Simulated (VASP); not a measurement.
# Au (Im-3m) in VASP: single point with PBEsol

Aim: the single point of Au with PBEsol.

Program: VASP 6.6.1. These are calculated values, not measurements. Logs are shortened: lines on timing, memory, paths and dates and some standing lists are left out, and cuts for length are marked.

**1. The cell of the first run**

It takes space group Im-3m (No. 229, cubic). Conventional cell: a = 3.243 Å, b = 3.243 Å, c = 3.243 Å, α = 90.00°, β = 90.00°, γ = 90.00°. Au (site symmetry m-3m) has 14 Au at 2.81 to 3.24 Å within 3.7 Å.

**2. Single point, PBEsol**

File INCAR:

```
PREC     = Accurate       # precision mode
ENCUT    = 520            # plane-wave cutoff, eV
EDIFF    = 1E-7           # SCF threshold, eV
ISMEAR   = -1             # smearing method
SIGMA    = 0.13605693000000002 # smearing width, eV
LREAL    = False          # projectors in reciprocal space
LASPH    = True           # aspherical terms in the spheres
NELM     = 100            # most SCF steps
ALGO     = Normal         # electronic algorithm
ISIF     = 2              # what is computed and relaxed
LWAVE    = False          # write WAVECAR
LCHARG   = False          # write CHGCAR
GGA      = PS             # functional
NBANDS   = 12             # bands
```

File KPOINTS:

```
regular mesh
0
Gamma
  14 14 14
```

File POSCAR:

```
Au
1.0
   -1.6213606919      1.6213606919      1.6213606919
    1.6213606919     -1.6213606919      1.6213606919
    1.6213606919      1.6213606919     -1.6213606919
Au
1
Direct
    0.0000000000      0.0000000000      0.0000000000
```

Potentials or basis: VASP PAW PBE potentials, release 64 (Au).

On the command line:

```bash
$ cat potpaw_PBE.64/Au/POTCAR > POTCAR
$ mpirun -np 1 vasp_std > vasp.out
```

OUTCAR:

```text
PREC = Accurate
   ENCUT = 520
   EDIFF = 1E-7
   ISMEAR = -1
   LREAL = False
   LASPH = True
   NELM = 100
   ISIF = 2
   GGA = PS

 ion  position               nearest neighbor table
   1  0.000  0.000  0.000-

  LATTYP: Found a body centered cubic cell.
 ALAT       =     3.2427213838

  Lattice vectors:

 A1 = (  -1.6213606919,   1.6213606919,   1.6213606919)
 A2 = (   1.6213606919,  -1.6213606919,   1.6213606919)
 A3 = (   1.6213606919,   1.6213606919,  -1.6213606919)

Analysis of symmetry for initial positions (statically):
=====================================================================
 Subroutine PRICEL returns:
 Original cell was already a primitive cell.

 Routine SETGRP: Setting up the symmetry group for a
 body centered cubic supercell.

 Subroutine GETGRP returns: Found 48 space group operations
 (whereof 48 operations were pure point group operations)
 out of a pool of 48 trial point group operations.

The static configuration has the point symmetry O_h .

Analysis of symmetry for dynamics (positions and initial velocities):
=====================================================================
 Subroutine PRICEL returns:
 Original cell was already a primitive cell.

 Routine SETGRP: Setting up the symmetry group for a
 body centered cubic supercell.

 Subroutine GETGRP returns: Found 48 space group operations
 (whereof 48 operations were pure point group operations)
 out of a pool of 48 trial point group operations.

The dynamic configuration has the point symmetry O_h .

 Subroutine INISYM returns: Found 48 space group operations
 (whereof 48 operations are pure point group operations),
 and found     1 'primitive' translations

----------------------------------------------------------------------------------------

                                     Primitive cell

  volume of cell :      17.0490

  direct lattice vectors                    reciprocal lattice vectors
    -1.621360692  1.621360692  1.621360692     0.000000000  0.308382954  0.308382954
     1.621360692 -1.621360692  1.621360692     0.308382954  0.000000000  0.308382954
     1.621360692  1.621360692 -1.621360692     0.308382954  0.308382954  0.000000000

  length of vectors
     2.808279096  2.808279096  2.808279096     0.436119356  0.436119356  0.436119356
[... 77 lines left out ...]
   ENCUT  =  520.0 eV  38.22 Ry    6.18 a.u.   5.22  5.22  5.22*2*pi/ulx,y,z
   NELM   =    100;   NELMIN=  2; NELMDL= -5     # of ELM steps
   EDIFF  = 0.1E-06   stopping-criterion for ELM
   LREAL  =      F    real-space projection
   EDIFFG = 0.1E-05   stopping-criterion for IOM
   NSW    =      0    number of steps for IOM
   IBRION =     -1    ionic relax: 0-MD 1-quasi-New 2-CG
   NFREE  =      0    steps in history (QN), initial steepest desc. (CG)
   ISIF   =      2    stress and relaxation
   ISYM   =      2    0-nonsym 1-usesym 2-fastsym
   POTIM  = 0.5000    time-step for ionic-motion
   TEBEG  =    0.0;   TEEND  =   0.0 temperature during run
   PSTRESS=    0.0 pullay stress
   NELECT =      11.0000    total number of electrons
   NUPDOWN=      -1.0000    fix difference up-down
   EMIN   =  10.00;   EMAX   =-10.00  energy-range for DOS
   EFERMI =   0.00;   METHOD = LEGACY
   ISMEAR =    -1;   SIGMA  =   0.14  broadening in eV -4-tet -1-fermi 0-gaus
   EFERMI_NEDOS =   21; number of points for ismear=-14 and -15
   IALGO  =     38    algorithm
   IMIX   =      4    mixing-type and parameters
     AMIX     =   0.40;   BMIX     =  1.00
     AMIX_MAG =   1.60;   BMIX_MAG =  1.00
  volume/ion in A,a.u.               =      17.05       115.05
  Fermi-wavevector in a.u.,A,eV,Ry     =   1.414619  2.673242 27.227249  2.001146
  Thomas-Fermi vector in A             =   2.536142
   LORBIT       =      0    0 simple, 1 ext, 2 COOP (PROOUT), +10 PAW based schemes
   GGA     = PS    functional components
   LHFCALC =     F    Hartree Fock is set to
   AEXX    =    0.0000 exact exchange contribution
   IVDW    =     0    specifies the selected vdW correction
   LEPSILON=     F    determine dielectric tensor
   LRPA    =     F    only Hartree local field effects (RPA)
 non-spin polarized calculation
  energy-cutoff  :      520.00
  volume of cell :       17.05
 maximum number of plane-waves:       474
 NGX is ok and might be reduce to    24
   NGX = 11   NGY = 11   NGZ = 11

 number of electron      11.0000001 magnetization

 Free energy of the ion-electron system (eV)
  ---------------------------------------------------
  ext. energy  EPLUGINS =         0.00000000
  ---------------------------------------------------
  free energy    TOTEN  =        -3.90958981 eV

  energy without entropy =       -3.89196647  energy(sigma->0) =       -3.90077814

 E-fermi :   9.3041     XC(G=0): -12.8855

 val. band max:        9.2996540772   @ k =   0.5000   0.5000   0.0714
 cond. band min:       9.3741079215   @ k =   0.3571   0.0714   0.0714
 fundamental gap:      0.0744538443
 Fermi energy:         9.3041393381

 k-point     1 :       0.0000    0.0000    0.0000
  band No.  band energies     occupation
      1      -0.6339      2.00000
      2       4.4083      2.00000
      3       4.4083      2.00000
      4       4.4083      2.00000
      5       6.3598      2.00000
      6       6.3598      2.00000
      7      25.7714      0.00000
      8      25.7714      0.00000
      9      25.7714      0.00000
     10      33.5792      0.00000
     11      33.5792      0.00000
     12      33.5792      0.00000
[... 331 lines left out ...]
 k-point    24 :       0.3571    0.2857    0.0000
  band No.  band energies     occupation
      1       2.9831      2.00000
      2       3.9784      2.00000
      3       4.5270      2.00000
      4       6.4046      2.00000
      5       6.6683      2.00000
      6      12.5950      0.00000
      7      13.6781      0.00000
      8      16.0000      0.00000
      9      23.6015      0.00000
     10      29.9576      0.00000
     11      30.5895      0.00000
     12      36.8075      0.00000

 [... further k-points ...]
[... 5 lines left out ...]
  --------------------------------------------------------------------------------------
  -------------------------------------------------------------------------------------
  Total       -0.0356536     -0.0356536     -0.0356536     -0.0000000     -0.0000000      0.0000000
  in kB       -3.3505380     -3.3505380     -3.3505380     -0.0000000     -0.0000000      0.0000000
  external PRESSURE =      -3.3505380 kB  Pullay stress =       0.0000000 kB

 VOLUME and BASIS-vectors are now :
 -----------------------------------------------------------------------------
  energy-cutoff  :      520.00
  volume of cell :       17.05
      direct lattice vectors                 reciprocal lattice vectors
    -1.621360692  1.621360692  1.621360692     0.000000000  0.308382954  0.308382954
     1.621360692 -1.621360692  1.621360692     0.308382954  0.000000000  0.308382954
     1.621360692  1.621360692 -1.621360692     0.308382954  0.308382954  0.000000000

 POSITION                                       TOTAL-FORCE (eV/Angst)
 -----------------------------------------------------------------------------------
      0.00000      0.00000      0.00000        -0.000000     -0.000000      0.000000
 -----------------------------------------------------------------------------------
    total drift:                                0.000000      0.000000     -0.000000

  FREE ENERGIE OF THE ION-ELECTRON SYSTEM (eV)
  ---------------------------------------------------
  free  energy   TOTEN  =        -3.9095898117 eV

  energy  without entropy=       -3.8919664673  energy(sigma->0) =       -3.90077814
```

stdout:

```text
POSCAR found type information on POSCAR Au
 POSCAR found :  1 types and       1 ions
 scaLAPACK will be used
 -----------------------------------------------------------------------------
|                                                                             |
|                                                                             |
|     You enforced a specific xc type in the INCAR file but a different       |
|     I HOPE YOU KNOW WHAT YOU ARE DOING!                                     |
|                                                                             |
 -----------------------------------------------------------------------------

 LDA part: xc-table for (Slater+PW92), standard interpolation
 POSCAR, INCAR and KPOINTS ok, starting setup
 FFT: planning ... GRIDC
 FFT: planning ... GRID_SOFT
 FFT: planning ... GRID
 WAVECAR not read
 entering main loop
```

Run time: 41 s. Hardware: 1 thread of AMD EPYC 7R13, shared host; peak memory 0.12 GiB.

What came out:

* Free energy: -3.9096 eV
* Pressure: -0.3 GPa

Caveat: the PAW data sets were made with another functional, which shifts forces and pressure a little; spin-orbit coupling is left out, which moves the levels of the heavy elements.
